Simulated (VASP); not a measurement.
# CdF2 (Fm-3m) in VASP: notebook

CdF2 is run at these levels: PBE; tasks: single point, relaxation of cell and atoms.

Program: VASP 6.6.1. These are calculated values, not measurements. Logs are shortened: lines on timing, memory, paths and dates and some standing lists are left out, and cuts for length are marked.

## 1. The cell of the first run

Symmetry: Fm-3m, No. 225, cubic system. The conventional cell has a = 5.481 Å, b = 5.481 Å, c = 5.481 Å, α = 90.00°, β = 90.00°, γ = 90.00°. Within 3.1 Å of Cd (site symmetry m-3m) lie 8 F at 2.37 Å. F (site symmetry -43m) has 4 Cd at 2.37 Å and 6 F at 2.74 Å within 3.1 Å.

## 2. Single point, PBE

INCAR

```
ALGO = Normal
EDIFF = 1E-6
ENCUT = 520
GGA = PE
ISIF = 2
ISMEAR = 0
LASPH = T
LCHARG = T
LELF = T
LREAL = F
LVHAR = T
LWAVE = F
NBANDS = 20
NELM = 80
PREC = Accurate
SIGMA = 0.02
```

KPOINTS

```
k-points
0
Gamma
  8 8 8
```

POSCAR

```
CdF2
1.0
    0.0000000000      2.7402705265      2.7402705265
    2.7402705265      0.0000000000      2.7402705265
    2.7402705265      2.7402705265      0.0000000000
Cd F
1 2
Direct
    0.0000000000      0.0000000000      0.0000000000
    0.2500000000      0.2500000000      0.2500000000
    0.7500000000      0.7500000000      0.7500000000
```

Potentials or basis: VASP PAW PBE potentials, release 64 (Cd, F).

On the command line:

```sh
$ cat potpaw_PBE.64/Cd/POTCAR potpaw_PBE.64/F/POTCAR > POTCAR
$ mpirun -np 1 vasp_std > vasp.out
```

OUTCAR:

```text
EDIFF = 1E-6
   ENCUT = 520
   GGA = PE
   ISIF = 2
   ISMEAR = 0
   LASPH = T
   LREAL = F
   NELM = 80
   PREC = Accurate

 ion  position               nearest neighbor table
   1  0.000  0.000  0.000-   3 2.37   3 2.37   3 2.37   2 2.37   3 2.37   2 2.37   2 2.37   2 2.37

   2  0.250  0.250  0.250-   1 2.37   1 2.37   1 2.37   1 2.37
   3  0.750  0.750  0.750-   1 2.37   1 2.37   1 2.37   1 2.37

  LATTYP: Found a face centered cubic cell.
 ALAT       =     5.4805410530

  Lattice vectors:

 A1 = (   0.0000000000,   2.7402705265,   2.7402705265)
 A2 = (   2.7402705265,   0.0000000000,   2.7402705265)
 A3 = (   2.7402705265,   2.7402705265,   0.0000000000)

Analysis of symmetry for initial positions (statically):
=====================================================================
 Subroutine PRICEL returns:
 Original cell was already a primitive cell.

 Routine SETGRP: Setting up the symmetry group for a
 face centered cubic supercell.

 Subroutine GETGRP returns: Found 48 space group operations
 (whereof 48 operations were pure point group operations)
 out of a pool of 48 trial point group operations.

The static configuration has the point symmetry O_h .

Analysis of symmetry for dynamics (positions and initial velocities):
=====================================================================
 Subroutine PRICEL returns:
 Original cell was already a primitive cell.

 Routine SETGRP: Setting up the symmetry group for a
 face centered cubic supercell.

 Subroutine GETGRP returns: Found 48 space group operations
 (whereof 48 operations were pure point group operations)
 out of a pool of 48 trial point group operations.

The dynamic configuration has the point symmetry O_h .

 Subroutine INISYM returns: Found 48 space group operations
 (whereof 48 operations are pure point group operations),
 and found     1 'primitive' translations

----------------------------------------------------------------------------------------

                                     Primitive cell

  volume of cell :      41.1538

  direct lattice vectors                    reciprocal lattice vectors
     0.000000000  2.740270526  2.740270526    -0.182463737  0.182463737  0.182463737
     2.740270526  0.000000000  2.740270526     0.182463737 -0.182463737  0.182463737
     2.740270526  2.740270526  0.000000000     0.182463737  0.182463737 -0.182463737

  length of vectors
     3.875327743  3.875327743  3.875327743     0.316036463  0.316036463  0.316036463

  position of ions in fractional coordinates (direct lattice)
     0.000000000  0.000000000  0.000000000
     0.250000000  0.250000000  0.250000000
     0.750000000  0.750000000  0.750000000

  ion indices of the primitive-cell ions
   primitive index   ion index
                 1           1
                 2           2
                 3           3

----------------------------------------------------------------------------------------

 KPOINTS: k-points

Automatic generation of k-mesh.
 Grid dimensions read from file:
 generate k-points for:    8    8    8

 Generating k-lattice:

  Cartesian coordinates                     Fractional coordinates (reciprocal lattice)
    -0.022807967  0.022807967  0.022807967     0.125000000  0.000000000  0.000000000
     0.022807967 -0.022807967  0.022807967     0.000000000  0.125000000  0.000000000
     0.022807967  0.022807967 -0.022807967     0.000000000  0.000000000  0.125000000

  Length of vectors
     0.039504558  0.039504558  0.039504558

  Shift w.r.t. Gamma in fractional coordinates (k-lattice)
     0.000000000  0.000000000  0.000000000

 Subroutine IBZKPT returns following result:
 ===========================================

 Found     29 irreducible k-points:

 Following reciprocal coordinates:
            Coordinates               Weight
  0.000000  0.000000  0.000000      1.000000
  0.125000  0.000000  0.000000      8.000000
  0.250000  0.000000  0.000000      8.000000
  0.375000  0.000000  0.000000      8.000000
  0.500000  0.000000  0.000000      4.000000
  0.125000  0.125000  0.000000      6.000000
[... 16 lines left out ...]
  0.500000  0.250000  0.125000     48.000000
 -0.375000  0.250000  0.125000     24.000000
 [... further k-points ...]
   k-points           NKPTS =     29   k-points in BZ     NKDIM =     29   number of bands    NBANDS=     20
   number of dos      NEDOS =    301   number of ions     NIONS =      3
   total plane-waves  NPLWV =  27000
   dimension x,y,z NGX =    30 NGY =   30 NGZ =   30
   dimension x,y,z NGXF=    60 NGYF=   60 NGZF=   60
   ions per type =               1   2
   NGX,Y,Z   is equivalent  to a cutoff of  12.87, 12.87, 12.87 a.u.
   NGXF,Y,Z  is equivalent  to a cutoff of  25.74, 25.74, 25.74 a.u.
 SYSTEM =  unknown system
   PREC   = accura    normal or accurate (medium, high low for compatibility)
   ISTART =      0    job   : 0-new  1-cont  2-samecut
   ICHARG =      2    charge: 1-file 2-atom 10-const
   ISPIN  =      1    spin polarized calculation?
   LNONCOLLINEAR =      F non collinear calculations
   LSORBIT =      F    spin-orbit coupling
   LASPH  =      T    aspherical Exc in radial PAW
   ENCUT  =  520.0 eV  38.22 Ry    6.18 a.u.   7.21  7.21  7.21*2*pi/ulx,y,z
   NELM   =     80;   NELMIN=  2; NELMDL= -5     # of ELM steps
   EDIFF  = 0.1E-05   stopping-criterion for ELM
   LREAL  =      F    real-space projection
[... 7 lines left out ...]
   TEBEG  =    0.0;   TEEND  =   0.0 temperature during run
   PSTRESS=    0.0 pullay stress
   NELECT =      26.0000    total number of electrons
   NUPDOWN=      -1.0000    fix difference up-down
   EMIN   =  10.00;   EMAX   =-10.00  energy-range for DOS
   EFERMI =   0.00;   METHOD = LEGACY
   ISMEAR =     0;   SIGMA  =   0.02  broadening in eV -4-tet -1-fermi 0-gaus
   EFERMI_NEDOS =   21; number of points for ismear=-14 and -15
   IALGO  =     38    algorithm
   IMIX   =      4    mixing-type and parameters
     AMIX     =   0.40;   BMIX     =  1.00
     AMIX_MAG =   1.60;   BMIX_MAG =  1.00
  volume/ion in A,a.u.               =      13.72        92.57
  Fermi-wavevector in a.u.,A,eV,Ry     =   1.404740  2.654573 26.848288  1.973293
  Thomas-Fermi vector in A             =   2.527271
   LORBIT       =      0    0 simple, 1 ext, 2 COOP (PROOUT), +10 PAW based schemes
   GGA     = PE    functional components
   LHFCALC =     F    Hartree Fock is set to
   AEXX    =    0.0000 exact exchange contribution
   IVDW    =     0    specifies the selected vdW correction
   LEPSILON=     F    determine dielectric tensor
   LRPA    =     F    only Hartree local field effects (RPA)
 non-spin polarized calculation
 Gauss-broadening in eV      SIGMA  =   0.02
  energy-cutoff  :      520.00
  volume of cell :       41.15
 maximum number of plane-waves:      1124
 NGX is ok and might be reduce to    30
   NGX = 15   NGY = 15   NGZ = 15

 number of electron      25.9999995 magnetization

 Free energy of the ion-electron system (eV)
  ---------------------------------------------------
  ext. energy  EPLUGINS =         0.00000000
  ---------------------------------------------------
  free energy    TOTEN  =       -10.90516205 eV

  energy without entropy =      -10.90516205  energy(sigma->0) =      -10.90516205

 E-fermi :  -1.4741     XC(G=0): -10.1370

 val. band max:       -1.6812608614   @ k =  -0.2500   0.5000   0.2500
 cond. band min:       1.2065742086   @ k =   0.0000   0.0000   0.0000
 fundamental gap:      2.8878350699
 Fermi energy:        -1.4741081622

 k-point     1 :       0.0000    0.0000    0.0000
  band No.  band energies     occupation
      1     -22.2154      2.00000
      2     -21.2465      2.00000
      3      -7.1626      2.00000
      4      -7.1626      2.00000
      5      -7.1626      2.00000
      6      -6.1659      2.00000
[... 12 lines left out ...]
     19      17.8457      0.00000
     20      17.8457      0.00000

 k-point     2 :       0.1250    0.0000    0.0000
  band No.  band energies     occupation
      1     -22.1730      2.00000
      2     -21.2853      2.00000
      3      -7.1114      2.00000
      4      -7.1114      2.00000
      5      -7.0183      2.00000
      6      -6.1793      2.00000
[... 12 lines left out ...]
     19      17.4345      0.00000
     20      17.4345      0.00000

 k-point     3 :       0.2500    0.0000    0.0000
  band No.  band energies     occupation
      1     -22.0545      2.00000
      2     -21.3895      2.00000
      3      -6.9950      2.00000
      4      -6.9950      2.00000
      5      -6.6352      2.00000
      6      -6.1884      2.00000
[... 12 lines left out ...]
     19      16.7668      0.00000
     20      17.3584      0.00000

 k-point     4 :       0.3750    0.0000    0.0000
  band No.  band energies     occupation
      1     -21.8914      2.00000
      2     -21.5365      2.00000
      3      -6.9022      2.00000
      4      -6.9022      2.00000
      5      -6.1732      2.00000
      6      -6.1449      2.00000
[... 12 lines left out ...]
     19      16.3032      0.00000
     20      16.9480      0.00000

 k-point     5 :       0.5000    0.0000    0.0000
  band No.  band energies     occupation
      1     -21.7406      2.00000
      2     -21.6797      2.00000
      3      -6.8751      2.00000
      4      -6.8751      2.00000
      5      -6.1041      2.00000
      6      -6.1041      2.00000
[... 12 lines left out ...]
     19      16.1434      0.00000
     20      16.6341      0.00000
[... 353 lines left out ...]
      6      -6.0668      2.00000
[... 12 lines left out ...]
     19      17.2553      0.00000
     20      19.4978      0.00000

 k-point    22 :       0.3750    0.2500    0.1250
  band No.  band energies     occupation
      1     -21.9724      2.00000
      2     -21.4553      2.00000
      3      -6.8637      2.00000
      4      -6.8399      2.00000
      5      -6.4215      2.00000
      6      -6.3658      2.00000
[... 12 lines left out ...]
     19      17.4083      0.00000
     20      19.5875      0.00000

 k-point    23 :       0.5000    0.2500    0.1250
  band No.  band energies     occupation
      1     -21.8411      2.00000
      2     -21.5689      2.00000
      3      -6.7824      2.00000
      4      -6.7139      2.00000
      5      -6.3327      2.00000
      6      -6.1485      2.00000
[... 12 lines left out ...]
     19      16.8675      0.00000
     20      19.7016      0.00000

 k-point    24 :      -0.3750    0.2500    0.1250
  band No.  band energies     occupation
      1     -21.7164      2.00000
      2     -21.6858      2.00000
      3      -6.7567      2.00000
      4      -6.6814      2.00000
      5      -6.1920      2.00000
      6      -6.1824      2.00000
[... 12 lines left out ...]
     19      16.6627      0.00000
     20      20.1606      0.00000

 [... further k-points ...]

------------------------ aborting loop because EDIFF is reached ----------------------------------------

  FORCE on cell =-STRESS in cart. coord.  units (eV):
  Direction    XX          YY          ZZ          XY          YZ          ZX
  --------------------------------------------------------------------------------------
  -------------------------------------------------------------------------------------
  Total        0.1515211      0.1515211      0.1515211      0.0000000      0.0000000      0.0000000
  in kB        5.8989319      5.8989319      5.8989319      0.0000000      0.0000000      0.0000000
  external PRESSURE =       5.8989319 kB  Pullay stress =       0.0000000 kB

 VOLUME and BASIS-vectors are now :
 -----------------------------------------------------------------------------
  energy-cutoff  :      520.00
  volume of cell :       41.15
      direct lattice vectors                 reciprocal lattice vectors
     0.000000000  2.740270526  2.740270526    -0.182463737  0.182463737  0.182463737
     2.740270526  0.000000000  2.740270526     0.182463737 -0.182463737  0.182463737
     2.740270526  2.740270526  0.000000000     0.182463737  0.182463737 -0.182463737

 POSITION                                       TOTAL-FORCE (eV/Angst)
 -----------------------------------------------------------------------------------
      0.00000      0.00000      0.00000        -0.000000      0.000000      0.000000
      1.37014      1.37014      1.37014        -0.000000      0.000000     -0.000000
      4.11041      4.11041      4.11041         0.000000     -0.000000      0.000000
 -----------------------------------------------------------------------------------
    total drift:                                0.000000     -0.000000      0.000000

  FREE ENERGIE OF THE ION-ELECTRON SYSTEM (eV)
  ---------------------------------------------------
  free  energy   TOTEN  =       -10.9051620470 eV

  energy  without entropy=      -10.9051620470  energy(sigma->0) =      -10.90516205
```

Wall time 35 s (1 thread of Intel Xeon Platinum 8488C (Sapphire Rapids), shared host); peak memory 0.17 GiB.

What came out:

| Quantity | Value |
| --- | --- |
| Free energy | -10.9052 eV |
| Pressure | 0.6 GPa |
| Band gap on the k mesh | 2.89 eV (least direct gap 3.45 eV) |

A k mesh can miss the band edges.

[end of part 1 of 2]
